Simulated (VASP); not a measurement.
# Al (P6_3/mmc) in VASP: notebook, part 2 of 2

VASP 6.6.1.

## 4. Single point, revPBE (volume scaled by 1.04)

Input file INCAR:

```
PREC = Accurate
ENCUT = 520
EDIFF = 1E-6
ISMEAR = -1
SIGMA = 0.1
LREAL = F
LASPH = T
NELM = 60
ALGO = Normal
ISIF = 2
LWAVE = F
LCHARG = F
GGA = RE
NBANDS = 14
```

Input file KPOINTS:

```
Automatic mesh
0
Gamma
  14 14 4
```

Input file POSCAR:

```
Al
1.0
    2.8969361070      0.0000000000      0.0000000000
   -1.4484680535      2.5088202618      0.0000000000
    0.0000000000      0.0000000000      9.6140410146
Al
4
Direct
    0.0000000000      0.0000000000      0.0000000000
    0.0000000000      0.0000000000      0.5000000000
    0.3333333333      0.6666666667      0.2500000000
    0.6666666667      0.3333333333      0.7500000000
```

Potentials or basis: VASP PAW PBE potentials, release 64 (Al).

The run is started by

```bash
cat potpaw_PBE.64/Al/POTCAR > POTCAR
mpirun -np 1 vasp_std > vasp.out
```

OUTCAR:

```text
PREC = Accurate
   ENCUT = 520
   EDIFF = 1E-6
   ISMEAR = -1
   LREAL = F
   LASPH = T
   NELM = 60
   ISIF = 2
   GGA = RE

 ion  position               nearest neighbor table
   1  0.000  0.000  0.000-   3 2.93   4 2.93   3 2.93   4 2.93   4 2.93   3 2.93
   2  0.000  0.000  0.500-   3 2.93   4 2.93   3 2.93   4 2.93   4 2.93   3 2.93
   3  0.333  0.667  0.250-   1 2.93   2 2.93   1 2.93   2 2.93   1 2.93   2 2.93
   4  0.667  0.333  0.750-   1 2.93   2 2.93   1 2.93   2 2.93   1 2.93   2 2.93

  LATTYP: Found a hexagonal cell.
 ALAT       =     2.8969361070
 C/A-ratio  =     3.3186928049

  Lattice vectors:

 A1 = (   2.8969361070,   0.0000000000,   0.0000000000)
 A2 = (  -1.4484680535,   2.5088202618,   0.0000000000)
 A3 = (   0.0000000000,   0.0000000000,   9.6140410146)

Analysis of symmetry for initial positions (statically):
=====================================================================
 Subroutine PRICEL returns:
 Original cell was already a primitive cell.

 Routine SETGRP: Setting up the symmetry group for a
 hexagonal supercell.

 Subroutine GETGRP returns: Found 24 space group operations
 (whereof 12 operations were pure point group operations)
 out of a pool of 24 trial point group operations.

The static configuration has the point symmetry D_3d.
 The point group associated with its full space group is D_6h.

Analysis of symmetry for dynamics (positions and initial velocities):
=====================================================================
 Subroutine PRICEL returns:
 Original cell was already a primitive cell.

 Routine SETGRP: Setting up the symmetry group for a
 hexagonal supercell.

 Subroutine GETGRP returns: Found 24 space group operations
 (whereof 12 operations were pure point group operations)
 out of a pool of 24 trial point group operations.

The dynamic configuration has the point symmetry D_3d.
 The point group associated with its full space group is D_6h.

 Subroutine INISYM returns: Found 24 space group operations
 (whereof 12 operations are pure point group operations),
[... 127 lines left out ...]
   AEXX    =    0.0000 exact exchange contribution
   IVDW    =     0    specifies the selected vdW correction
   LEPSILON=     F    determine dielectric tensor
   LRPA    =     F    only Hartree local field effects (RPA)
 non-spin polarized calculation
  energy-cutoff  :      520.00
  volume of cell :       69.87
 maximum number of plane-waves:      1919
 NGX is ok and might be reduce to    24
   NGX = 11   NGY = 11   NGZ = 35

 number of electron      12.0000000 magnetization

 Free energy of the ion-electron system (eV)
  ---------------------------------------------------
  ext. energy  EPLUGINS =         0.00000000
  ---------------------------------------------------
  free energy    TOTEN  =       -14.16259065 eV

  energy without entropy =      -14.10571361  energy(sigma->0) =      -14.13415213

 E-fermi :   7.5074     XC(G=0):  -9.9523

 val. band max:        7.4876567399   @ k =   0.4286   0.1429   0.2500
 cond. band min:       7.5602126786   @ k =   0.2857   0.0714   0.2500
 fundamental gap:      0.0725559387
 Fermi energy:         7.5073966890

 k-point     1 :       0.0000    0.0000    0.0000
  band No.  band energies     occupation
      1      -3.2580      2.00000
      2      -1.6673      2.00000
      3      -1.6614      2.00000
      4       3.0129      2.00000
      5       3.0284      2.00000
      6      10.5285      0.00000
      7      10.5379      0.00000
      8      17.9776      0.00000
      9      17.9776      0.00000
     10      18.1965      0.00000
     11      18.1965      0.00000
     12      19.1944      0.00000
     13      19.2011      0.00000
     14      19.2663      0.00000
[... 377 lines left out ...]
      1       3.8253      2.00000
      2       3.9341      2.00000
      3       5.0363      2.00000
      4       5.1677      2.00000
      5       5.4606      2.00000
      6       5.5772      2.00000
      7       5.7458      2.00000
      8       7.0823      1.97190
      9       7.1025      1.96570
     10       9.6055      0.00000
     11      10.0692      0.00000
     12      10.2496      0.00000
     13      10.4068      0.00000
     14      11.5910      0.00000

 [... further k-points ...]
[... 5 lines left out ...]
  --------------------------------------------------------------------------------------
  -------------------------------------------------------------------------------------
  Total       -1.3180611     -1.3180611     -1.0920766      0.0000000     -0.0000000     -0.0000000
  in kB      -30.2225896    -30.2225896    -25.0408616      0.0000000     -0.0000000     -0.0000000
  external PRESSURE =     -28.4953469 kB  Pullay stress =       0.0000000 kB

 VOLUME and BASIS-vectors are now :
 -----------------------------------------------------------------------------
  energy-cutoff  :      520.00
  volume of cell :       69.87
      direct lattice vectors                 reciprocal lattice vectors
     2.896936107  0.000000000  0.000000000     0.345192287  0.199296860  0.000000000
    -1.448468054  2.508820262  0.000000000     0.000000000  0.398593720  0.000000000
     0.000000000  0.000000000  9.614041015     0.000000000  0.000000000  0.104014534

 POSITION                                       TOTAL-FORCE (eV/Angst)
 -----------------------------------------------------------------------------------
      0.00000      0.00000      0.00000        -0.000000      0.000000     -0.000000
      0.00000      0.00000      4.80702        -0.000000      0.000000     -0.000000
     -0.00000      1.67255      2.40351        -0.000000      0.000000      0.000000
      1.44847      0.83627      7.21053         0.000000     -0.000000      0.000000
 -----------------------------------------------------------------------------------
    total drift:                               -0.000000      0.000000      0.000000

  FREE ENERGIE OF THE ION-ELECTRON SYSTEM (eV)
  ---------------------------------------------------
  free  energy   TOTEN  =       -14.1625906474 eV

  energy  without entropy=      -14.1057136065  energy(sigma->0) =      -14.13415213
```

OSZICAR:

```text
N       E                     dE             d eps       ncg     rms          rms(c)
DAV:   1     0.635841640611E+01    0.63584E+01   -0.40340E+03  2016   0.648E+02
DAV:   2    -0.135491939192E+02   -0.19908E+02   -0.18274E+02  2652   0.866E+01
DAV:   3    -0.142444098795E+02   -0.69522E+00   -0.68089E+00  2706   0.130E+01
DAV:   4    -0.142493951712E+02   -0.49853E-02   -0.49835E-02  2468   0.138E+00
DAV:   5    -0.142494534008E+02   -0.58230E-04   -0.58229E-04  2692   0.153E-01    0.322E+00
DAV:   6    -0.142002319611E+02    0.49221E-01   -0.64126E-03  2334   0.512E-01    0.186E+00
DAV:   7    -0.141632170617E+02    0.37015E-01   -0.16224E-02  2352   0.757E-01    0.225E-01
DAV:   8    -0.141626163731E+02    0.60069E-03   -0.27776E-04  2802   0.900E-02    0.406E-02
DAV:   9    -0.141625904793E+02    0.25894E-04   -0.23009E-05  2508   0.234E-02    0.102E-02
DAV:  10    -0.141625906474E+02   -0.16817E-06   -0.58903E-07  1844   0.537E-03
   1 F= -.14162591E+02 E0= -.14134152E+02  d E =-.568770E-01
```

It took 34 s on 1 thread of Intel Xeon Platinum 8259CL at 2.50GHz (Skylake/Cascade Lake), shared host; peak memory 0.21 GiB.

Results:

- Free energy: -14.1626 eV
- Pressure: -2.8 GPa
- Band gap on the k mesh: zero (band 6 reaches 11.07 eV, above the bottom of band 7 at 5.75 eV)

Stress tensor (GPa, compression positive):
```
-3.02  0.00  0.00
 0.00 -3.02  0.00
 0.00  0.00 -2.50
```

Levels at points of the mesh, in eV from the Fermi level:
| k point | band 2 | band 3 | band 4 | band 5 | band 6 | band 7 | band 8 | band 9 | band 10 | band 11 |
| --- | --- | --- | --- | --- | --- | --- | --- | --- | --- | --- |
| (0.00, 0.00, 0.00) | -9.17 | -9.17 | -4.49 | -4.48 | 3.02 | 3.03 | 10.47 | 10.47 | 10.69 | 10.69 |
| (0.50, 0.00, 0.00) | -4.95 | -3.75 | -3.67 | -3.25 | -3.14 | 0.82 | 1.05 | 1.29 | 1.36 | 5.52 |
| (0.00, 0.00, 0.50) | -10.37 | -7.20 | -7.20 | -1.06 | -1.06 | 7.66 | 7.66 | 10.77 | 10.77 | 10.77 |
| (0.50, 0.00, 0.50) | -4.68 | -4.57 | -4.57 | -1.81 | -1.81 | -1.20 | -1.20 | 4.22 | 4.22 | 4.51 |

Caveat: the PAW data sets were made with another functional, which shifts forces and pressure a little.

## 5. Summary

| cell | gap on the mesh (eV) | pressure (GPa) |
| --- | --- | --- |
| a = 2.821, b = 2.821, c = 9.361 Å, angles 90.0, 90.0, 120.0°, 4 atoms | none | 3.2 |
| a = 2.859, b = 2.859, c = 9.489 Å, angles 90.0, 90.0, 120.0°, 4 atoms | none | -0.2 |
| a = 2.897, b = 2.897, c = 9.614 Å, angles 90.0, 90.0, 120.0°, 4 atoms | none | -2.8 |

Alike in all rows: task single point; level revPBE; potentials or basis VASP PAW PBE potentials, release 64 (Al); no spin polarisation; k mesh 14 × 14 × 4; cutoff (eV) 520; smearing fermi-dirac 0.1 eV.

Caveats: the PAW data sets were made with another functional, which shifts forces and pressure a little.

Absolute energies hang on the potentials; compare differences alone.
